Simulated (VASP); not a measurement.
# TiC (Fm-3m) in VASP: notebook

The runs below take TiC through single point, with PBEsol.

Program: VASP 6.6.1. These are calculated values, not measurements. Logs are shortened: lines on timing, memory, paths and dates and some standing lists are left out, and cuts for length are marked.

### Step 1. The cell of the first run

It takes space group Fm-3m (No. 225, cubic). Conventional cell: a = 4.265 Å, b = 4.265 Å, c = 4.265 Å, α = 90.00°, β = 90.00°, γ = 90.00°. Ti (site symmetry m-3m) has 6 C at 2.13 Å within 2.8 Å. Within 2.8 Å of C (site symmetry m-3m) lie 6 Ti at 2.13 Å.

### Step 2. Single point, PBEsol (9.70 Å³/atom)

Input file INCAR:

```
SYSTEM = TiC
PREC = Accurate ; ENCUT = 520
EDIFF = 1E-6 ; ISMEAR = -1
SIGMA = 0.15 ; LREAL = .False.
LASPH = .True. ; NELM = 60
ALGO = Normal ; ISIF = 2
LWAVE = .False. ; LCHARG = .False.
GGA = PS ; NBANDS = 15
```

Input file KPOINTS:

```
regular mesh
0
Gamma
  16 16 16
  0 0 0
```

Input file POSCAR:

```
TiC
1.0
    0.0000000000      2.1323919052      2.1323919052
    2.1323919052      0.0000000000      2.1323919052
    2.1323919052      2.1323919052      0.0000000000
Ti C
1 1
Direct
    0.0000000000      0.0000000000      0.0000000000
    0.5000000000      0.5000000000      0.5000000000
```

Potentials or basis: VASP PAW PBE potentials, release 64 (Ti_sv, C).

Launch:

```sh
> cat potpaw_PBE.64/Ti_sv/POTCAR potpaw_PBE.64/C/POTCAR > POTCAR
> mpirun -np 1 vasp_std > vasp.out
```

OUTCAR:

```text
SYSTEM = TiC
   PREC = Accurate
   ENCUT = 520
   EDIFF = 1E-6
   ISMEAR = -1
   LREAL = .False.
   LASPH = .True.
   NELM = 60
   ISIF = 2
   GGA = PS

 ion  position               nearest neighbor table
   1  0.000  0.000  0.000-   2 2.13   2 2.13   2 2.13   2 2.13   2 2.13   2 2.13
   2  0.500  0.500  0.500-   1 2.13   1 2.13   1 2.13   1 2.13   1 2.13   1 2.13

  LATTYP: Found a face centered cubic cell.
 ALAT       =     4.2647838104

  Lattice vectors:

 A1 = (   0.0000000000,   2.1323919052,   2.1323919052)
 A2 = (   2.1323919052,   0.0000000000,   2.1323919052)
 A3 = (   2.1323919052,   2.1323919052,   0.0000000000)

Analysis of symmetry for initial positions (statically):
=====================================================================
 Subroutine PRICEL returns:
 Original cell was already a primitive cell.

 Routine SETGRP: Setting up the symmetry group for a
 face centered cubic supercell.

 Subroutine GETGRP returns: Found 48 space group operations
 (whereof 48 operations were pure point group operations)
 out of a pool of 48 trial point group operations.

The static configuration has the point symmetry O_h .

Analysis of symmetry for dynamics (positions and initial velocities):
=====================================================================
 Subroutine PRICEL returns:
 Original cell was already a primitive cell.

 Routine SETGRP: Setting up the symmetry group for a
 face centered cubic supercell.

 Subroutine GETGRP returns: Found 48 space group operations
 (whereof 48 operations were pure point group operations)
 out of a pool of 48 trial point group operations.

The dynamic configuration has the point symmetry O_h .

 Subroutine INISYM returns: Found 48 space group operations
 (whereof 48 operations are pure point group operations),
 and found     1 'primitive' translations

----------------------------------------------------------------------------------------

                                     Primitive cell

  volume of cell :      19.3924

  direct lattice vectors                    reciprocal lattice vectors
     0.000000000  2.132391905  2.132391905    -0.234478474  0.234478474  0.234478474
     2.132391905  0.000000000  2.132391905     0.234478474 -0.234478474  0.234478474
     2.132391905  2.132391905  0.000000000     0.234478474  0.234478474 -0.234478474

  length of vectors
     3.015657553  3.015657553  3.015657553     0.406128630  0.406128630  0.406128630

  position of ions in fractional coordinates (direct lattice)
     0.000000000  0.000000000  0.000000000
     0.500000000  0.500000000  0.500000000

  ion indices of the primitive-cell ions
   primitive index   ion index
                 1           1
                 2           2

----------------------------------------------------------------------------------------

 KPOINTS: regular mesh

Automatic generation of k-mesh.
 Grid dimensions read from file:
 generate k-points for:   16   16   16

 Generating k-lattice:

  Cartesian coordinates                     Fractional coordinates (reciprocal lattice)
    -0.014654905  0.014654905  0.014654905     0.062500000  0.000000000  0.000000000
     0.014654905 -0.014654905  0.014654905     0.000000000  0.062500000  0.000000000
     0.014654905  0.014654905 -0.014654905     0.000000000  0.000000000  0.062500000

  Length of vectors
     0.025383039  0.025383039  0.025383039

  Shift w.r.t. Gamma in fractional coordinates (k-lattice)
     0.000000000  0.000000000  0.000000000

 Subroutine IBZKPT returns following result:
 ===========================================

 Found    145 irreducible k-points:

 Following reciprocal coordinates:
            Coordinates               Weight
  0.000000  0.000000  0.000000      1.000000
  0.062500  0.000000  0.000000      8.000000
  0.125000  0.000000  0.000000      8.000000
  0.187500  0.000000  0.000000      8.000000
  0.250000  0.000000  0.000000      8.000000
  0.312500  0.000000  0.000000      8.000000
[... 16 lines left out ...]
 -0.125000  0.062500  0.000000     24.000000
 -0.062500  0.062500  0.000000     12.000000
 [... further k-points ...]
   k-points           NKPTS =    145   k-points in BZ     NKDIM =    145   number of bands    NBANDS=     15
   number of dos      NEDOS =    301   number of ions     NIONS =      2
   total plane-waves  NPLWV =  13824
   dimension x,y,z NGX =    24 NGY =   24 NGZ =   24
   dimension x,y,z NGXF=    48 NGYF=   48 NGZF=   48
   ions per type =               1   1
   NGX,Y,Z   is equivalent  to a cutoff of  13.23, 13.23, 13.23 a.u.
   NGXF,Y,Z  is equivalent  to a cutoff of  26.46, 26.46, 26.46 a.u.
 SYSTEM =  TiC
   PREC   = accura    normal or accurate (medium, high low for compatibility)
   ISTART =      0    job   : 0-new  1-cont  2-samecut
   ICHARG =      2    charge: 1-file 2-atom 10-const
   ISPIN  =      1    spin polarized calculation?
   LNONCOLLINEAR =      F non collinear calculations
   LSORBIT =      F    spin-orbit coupling
   LASPH  =      T    aspherical Exc in radial PAW
   ENCUT  =  520.0 eV  38.22 Ry    6.18 a.u.   5.61  5.61  5.61*2*pi/ulx,y,z
   NELM   =     60;   NELMIN=  2; NELMDL= -5     # of ELM steps
   EDIFF  = 0.1E-05   stopping-criterion for ELM
   LREAL  =      F    real-space projection
   EDIFFG = 0.1E-04   stopping-criterion for IOM
   NSW    =      0    number of steps for IOM
   IBRION =     -1    ionic relax: 0-MD 1-quasi-New 2-CG
   NFREE  =      0    steps in history (QN), initial steepest desc. (CG)
   ISIF   =      2    stress and relaxation
   ISYM   =      2    0-nonsym 1-usesym 2-fastsym
   POTIM  = 0.5000    time-step for ionic-motion
   TEBEG  =    0.0;   TEEND  =   0.0 temperature during run
   PSTRESS=    0.0 pullay stress
   NELECT =      16.0000    total number of electrons
   NUPDOWN=      -1.0000    fix difference up-down
   EMIN   =  10.00;   EMAX   =-10.00  energy-range for DOS
   EFERMI =   0.00;   METHOD = LEGACY
   ISMEAR =    -1;   SIGMA  =   0.15  broadening in eV -4-tet -1-fermi 0-gaus
   EFERMI_NEDOS =   21; number of points for ismear=-14 and -15
   IALGO  =     38    algorithm
   IMIX   =      4    mixing-type and parameters
     AMIX     =   0.40;   BMIX     =  1.00
     AMIX_MAG =   1.60;   BMIX_MAG =  1.00
  volume/ion in A,a.u.               =       9.70        65.43
  Fermi-wavevector in a.u.,A,eV,Ry     =   1.535458  2.901594 32.077500  2.357630
  Thomas-Fermi vector in A             =   2.642243
   LORBIT       =      0    0 simple, 1 ext, 2 COOP (PROOUT), +10 PAW based schemes
   GGA     = PS    functional components
   LHFCALC =     F    Hartree Fock is set to
   AEXX    =    0.0000 exact exchange contribution
   IVDW    =     0    specifies the selected vdW correction
   LEPSILON=     F    determine dielectric tensor
   LRPA    =     F    only Hartree local field effects (RPA)
 non-spin polarized calculation
  energy-cutoff  :      520.00
  volume of cell :       19.39
 maximum number of plane-waves:       544
   NGX = 11   NGY = 11   NGZ = 11

 number of electron      16.0000004 magnetization

 Free energy of the ion-electron system (eV)
  ---------------------------------------------------
  ext. energy  EPLUGINS =         0.00000000
  ---------------------------------------------------
  free energy    TOTEN  =       -19.80590905 eV

  energy without entropy =      -19.78167009  energy(sigma->0) =      -19.79378957

 E-fermi :   9.8475     XC(G=0): -13.1031

 val. band max:        9.8414067565   @ k =   0.1250   0.0625   0.0000
 cond. band min:       9.8736491274   @ k =   0.5000   0.5000   0.0000
 fundamental gap:      0.0322423708
 Fermi energy:         9.8475053815

 k-point     1 :       0.0000    0.0000    0.0000
  band No.  band energies     occupation
      1     -46.3347      2.00000
      2     -22.4345      2.00000
      3     -22.4345      2.00000
      4     -22.4345      2.00000
      5      -2.7278      2.00000
      6      10.5370      0.01997
      7      10.5370      0.01997
      8      10.5370      0.01997
      9      11.6192      0.00001
     10      11.6192      0.00001
     11      11.6192      0.00001
     12      11.6849      0.00001
     13      11.6849      0.00001
     14      21.0307      0.00000
     15      23.9690      0.00000

 k-point     2 :       0.0625    0.0000    0.0000
  band No.  band energies     occupation
      1     -46.3312      2.00000
      2     -22.4585      2.00000
      3     -22.4367      2.00000
      4     -22.4367      2.00000
      5      -2.6331      2.00000
      6      10.0807      0.34876
      7      10.3396      0.07246
      8      10.3396      0.07246
      9      10.9255      0.00151
     10      10.9255      0.00151
     11      11.8701      0.00000
     12      12.7156      0.00000
     13      12.7156      0.00000
     14      21.1863      0.00000
     15      24.0353      0.00000

 k-point     3 :       0.1250    0.0000    0.0000
  band No.  band energies     occupation
      1     -46.3213      2.00000
      2     -22.5263      2.00000
      3     -22.4429      2.00000
      4     -22.4429      2.00000
      5      -2.3554      2.00000
      6       9.1767      1.97741
      7       9.5504      1.75750
      8       9.5504      1.75750
      9      10.9959      0.00095
     10      10.9959      0.00095
     11      12.2233      0.00000
     12      13.8408      0.00000
     13      13.8408      0.00000
     14      21.5576      0.00000
     15      24.1406      0.00000
[... 343 lines left out ...]
 k-point    23 :      -0.1250    0.0625    0.0000
  band No.  band energies     occupation
      1     -46.3140      2.00000
      2     -22.5656      2.00000
      3     -22.4651      2.00000
      4     -22.4396      2.00000
      5      -2.1487      2.00000
      6       8.6845      1.99914
      7       9.0191      1.99204
      8       9.2130      1.97131
      9      10.8696      0.00219
     10      11.4787      0.00004
     11      12.5490      0.00000
     12      13.6923      0.00000
     13      14.8664      0.00000
     14      21.8049      0.00000
     15      24.1729      0.00000

 k-point    24 :      -0.0625    0.0625    0.0000
  band No.  band energies     occupation
      1     -46.3256      2.00000
      2     -22.4916      2.00000
      3     -22.4502      2.00000
      4     -22.4358      2.00000
      5      -2.4784      2.00000
      6       9.6186      1.64279
      7       9.7890      1.19270
      8       9.8269      1.06846
      9      10.6563      0.00907
     10      11.3012      0.00012
     11      12.2330      0.00000
     12      12.8564      0.00000
     13      13.7595      0.00000
     14      21.4247      0.00000
     15      24.1155      0.00000

 [... further k-points ...]
[... 5 lines left out ...]
  --------------------------------------------------------------------------------------
  -------------------------------------------------------------------------------------
  Total        0.6962594      0.6962594      0.6962594      0.0000000      0.0000000      0.0000000
  in kB       57.5241964     57.5241964     57.5241964      0.0000000      0.0000000      0.0000000
  external PRESSURE =      57.5241964 kB  Pullay stress =       0.0000000 kB

 VOLUME and BASIS-vectors are now :
 -----------------------------------------------------------------------------
  energy-cutoff  :      520.00
  volume of cell :       19.39
      direct lattice vectors                 reciprocal lattice vectors
     0.000000000  2.132391905  2.132391905    -0.234478474  0.234478474  0.234478474
     2.132391905  0.000000000  2.132391905     0.234478474 -0.234478474  0.234478474
     2.132391905  2.132391905  0.000000000     0.234478474  0.234478474 -0.234478474

 POSITION                                       TOTAL-FORCE (eV/Angst)
 -----------------------------------------------------------------------------------
      0.00000      0.00000      0.00000        -0.000000     -0.000000     -0.000000
      2.13239      2.13239      2.13239         0.000000      0.000000      0.000000
 -----------------------------------------------------------------------------------
    total drift:                                0.000000     -0.000000     -0.000000

  FREE ENERGIE OF THE ION-ELECTRON SYSTEM (eV)
  ---------------------------------------------------
  free  energy   TOTEN  =       -19.8059090503 eV

  energy  without entropy=      -19.7816700854  energy(sigma->0) =      -19.79378957
```

Wall time 28 s (1 thread of Intel Xeon 8259CL, shared host); peak memory 0.17 GiB.

Results:

```yaml
Free_energy: -19.8059 eV
Pressure: 5.8 GPa
Band_gap_on_the_k_mesh: zero (bands 8 and 9 overlap by 1.10 eV)
```

Caveat: the cell stands under pressure; the PAW data sets were made with another functional, which shifts forces and pressure a little.

### Step 3. Single point, PBEsol

This run uses another cell than the first one, of 9.89 Å³/atom.

Input file INCAR:

```
SYSTEM = TiC
PREC = Accurate ; ENCUT = 520
EDIFF = 1E-6 ; ISMEAR = -1
SIGMA = 0.15 ; LREAL = .FALSE.
LASPH = .TRUE. ; NELM = 60
ALGO = Normal ; ISIF = 2
LWAVE = .FALSE. ; LCHARG = .TRUE.
GGA = PS ; LELF = .TRUE.
LVHAR = .TRUE. ; NBANDS = 15
```

Input file KPOINTS:

```
Automatic mesh
0
G
  16 16 16
  0 0 0
```

Input file POSCAR:

```
TiC
1.0
    0.0000000000      2.1468003956      2.1468003956
    2.1468003956      0.0000000000      2.1468003956
    2.1468003956      2.1468003956      0.0000000000
Ti C
1 1
Direct
    0.0000000000      0.0000000000      0.0000000000
    0.5000000000      0.5000000000      0.5000000000
```

Potentials or basis: VASP PAW PBE potentials, release 64 (Ti_sv, C).

Launch:

```sh
> cat potpaw_PBE.64/Ti_sv/POTCAR potpaw_PBE.64/C/POTCAR > POTCAR
> mpirun -np 1 vasp_std > vasp.out
```

OUTCAR:

```text
SYSTEM = TiC
   PREC = Accurate
   ENCUT = 520
   EDIFF = 1E-6
   ISMEAR = -1
   LREAL = .FALSE.
   LASPH = .TRUE.
   NELM = 60
   ISIF = 2
   GGA = PS

 ion  position               nearest neighbor table
   1  0.000  0.000  0.000-   2 2.15   2 2.15   2 2.15   2 2.15   2 2.15   2 2.15
   2  0.500  0.500  0.500-   1 2.15   1 2.15   1 2.15   1 2.15   1 2.15   1 2.15

  LATTYP: Found a face centered cubic cell.
 ALAT       =     4.2936007912

  Lattice vectors:

 A1 = (   0.0000000000,   2.1468003956,   2.1468003956)
 A2 = (   2.1468003956,   0.0000000000,   2.1468003956)
 A3 = (   2.1468003956,   2.1468003956,   0.0000000000)

Analysis of symmetry for initial positions (statically):
=====================================================================
 Subroutine PRICEL returns:
 Original cell was already a primitive cell.

 Routine SETGRP: Setting up the symmetry group for a
 face centered cubic supercell.

 Subroutine GETGRP returns: Found 48 space group operations
 (whereof 48 operations were pure point group operations)
 out of a pool of 48 trial point group operations.

The static configuration has the point symmetry O_h .

Analysis of symmetry for dynamics (positions and initial velocities):
=====================================================================
 Subroutine PRICEL returns:
 Original cell was already a primitive cell.

 Routine SETGRP: Setting up the symmetry group for a
 face centered cubic supercell.

 Subroutine GETGRP returns: Found 48 space group operations
 (whereof 48 operations were pure point group operations)
 out of a pool of 48 trial point group operations.

The dynamic configuration has the point symmetry O_h .

 Subroutine INISYM returns: Found 48 space group operations
 (whereof 48 operations are pure point group operations),
 and found     1 'primitive' translations

----------------------------------------------------------------------------------------
[... 116 lines left out ...]
  Thomas-Fermi vector in A             =   2.633361
   LORBIT       =      0    0 simple, 1 ext, 2 COOP (PROOUT), +10 PAW based schemes
   GGA     = PS    functional components
   LHFCALC =     F    Hartree Fock is set to
   AEXX    =    0.0000 exact exchange contribution
   IVDW    =     0    specifies the selected vdW correction
   LEPSILON=     F    determine dielectric tensor
   LRPA    =     F    only Hartree local field effects (RPA)
 non-spin polarized calculation
  energy-cutoff  :      520.00
  volume of cell :       19.79
 maximum number of plane-waves:       544
   NGX = 11   NGY = 11   NGZ = 11

 number of electron      16.0000003 magnetization

 Free energy of the ion-electron system (eV)
  ---------------------------------------------------
  ext. energy  EPLUGINS =         0.00000000
  ---------------------------------------------------
  free energy    TOTEN  =       -19.81359331 eV

  energy without entropy =      -19.78889723  energy(sigma->0) =      -19.80124527

 E-fermi :   9.6030     XC(G=0): -12.9973

 val. band max:        9.5917094886   @ k =   0.1250   0.1250   0.0000
 cond. band min:       9.6035190765   @ k =   0.1250   0.0625   0.0000
 fundamental gap:      0.0118095879
 Fermi energy:         9.6029550522

 k-point     1 :       0.0000    0.0000    0.0000
  band No.  band energies     occupation
      1     -46.6376      2.00000
      2     -22.7498      2.00000
      3     -22.7498      2.00000
      4     -22.7498      2.00000
      5      -2.8782      2.00000
      6      10.2872      0.02068
      7      10.2872      0.02068
      8      10.2872      0.02068
      9      11.3490      0.00002
     10      11.3490      0.00002
     11      11.3490      0.00002
     12      11.3972      0.00001
     13      11.3972      0.00001
     14      20.4801      0.00000
[... 401 lines left out ...]
      2     -22.8026      2.00000
      3     -22.7643      2.00000
      4     -22.7510      2.00000
      5      -2.6352      2.00000
      6       9.3823      1.62638
      7       9.5552      1.15779
      8       9.5881      1.04945
      9      10.4032      0.00960
     10      11.0278      0.00015
     11      11.9483      0.00000
     12      12.5451      0.00000
     13      13.4331      0.00000
     14      20.8792      0.00000
     15      23.7658      0.00000

 [... further k-points ...]
[... 5 lines left out ...]
  --------------------------------------------------------------------------------------
  -------------------------------------------------------------------------------------
  Total        0.0356515      0.0356515      0.0356515      0.0000000      0.0000000      0.0000000
  in kB        2.8865781      2.8865781      2.8865781      0.0000000      0.0000000      0.0000000
  external PRESSURE =       2.8865781 kB  Pullay stress =       0.0000000 kB

 VOLUME and BASIS-vectors are now :
 -----------------------------------------------------------------------------
  energy-cutoff  :      520.00
  volume of cell :       19.79
      direct lattice vectors                 reciprocal lattice vectors
     0.000000000  2.146800396  2.146800396    -0.232904746  0.232904746  0.232904746
     2.146800396  0.000000000  2.146800396     0.232904746 -0.232904746  0.232904746
     2.146800396  2.146800396  0.000000000     0.232904746  0.232904746 -0.232904746

 POSITION                                       TOTAL-FORCE (eV/Angst)
 -----------------------------------------------------------------------------------
      0.00000      0.00000      0.00000         0.000000      0.000000      0.000000
      2.14680      2.14680      2.14680         0.000000      0.000000     -0.000000
 -----------------------------------------------------------------------------------
    total drift:                                0.000000     -0.000000     -0.000000

  FREE ENERGIE OF THE ION-ELECTRON SYSTEM (eV)
  ---------------------------------------------------
  free  energy   TOTEN  =       -19.8135933065 eV

  energy  without entropy=      -19.7888972329  energy(sigma->0) =      -19.80124527
```

stdout:

```text
POSCAR found type information on POSCAR TiC
 POSCAR found :  2 types and       2 ions
 scaLAPACK will be used
 -----------------------------------------------------------------------------
|                                                                             |
|                                                                             |
|     You enforced a specific xc type in the INCAR file but a different       |
|     I HOPE YOU KNOW WHAT YOU ARE DOING!                                     |
|                                                                             |
 -----------------------------------------------------------------------------

 LDA part: xc-table for (Slater+PW92), standard interpolation
 POSCAR, INCAR and KPOINTS ok, starting setup
 FFT: planning ... GRIDC
 FFT: planning ... GRID_SOFT
 FFT: planning ... GRID
 WAVECAR not read
 entering main loop
```

It took 41 s on 1 thread of Intel Xeon 8259CL, shared host; peak memory 0.17 GiB.

What came out:

- Free energy: -19.8136 eV
- Pressure: 0.3 GPa
- Band gap on the k mesh: zero (bands 8 and 9 overlap by 1.09 eV)

Caveat: the PAW data sets were made with another functional, which shifts forces and pressure a little.

The gap in the log of VASP goes by the Fermi energy; the results here count the filled bands.